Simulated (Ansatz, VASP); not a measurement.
One calculation of Ir, two programs

```xyz
1
Lattice="0.0000 1.9027 1.9027 1.9027 0.0000 1.9027 1.9027 1.9027 0.0000" Properties=species:S:1:pos:R:3 pbc="T T T"
Ir    0.0000    0.0000    0.0000
```

Alike in both runs: task single point; functional r2SCAN; k mesh 18 × 18 × 18; occupations gaussian, width 0.1 eV; no spin polarisation.

```csv
,VASP,Ansatz
version,VASP 6.6.1,Ansatz 0.2.0
potentials or method,"VASP PAW PBE potentials, release 64 (Ir_sv_GW), cutoff 620 eV","scalar-relativistic, plane waves, PAW"
valence electrons in the cell,17,17
```

Ansatz gave:

* gap on the k mesh at the Fermi level (eV): none
* pressure (GPa): 12.4

Estimate VASP's values.

gap on the k mesh at the Fermi level (eV): none; pressure (GPa): 11.5.

VASP's potentials were made for PBE, not for r2SCAN. A gap of «none» marks a metal or a gap that the smearing closes. With one functional, cell and mesh, what is left measures potentials, basis and numerics.

Spin-orbit coupling is off throughout.
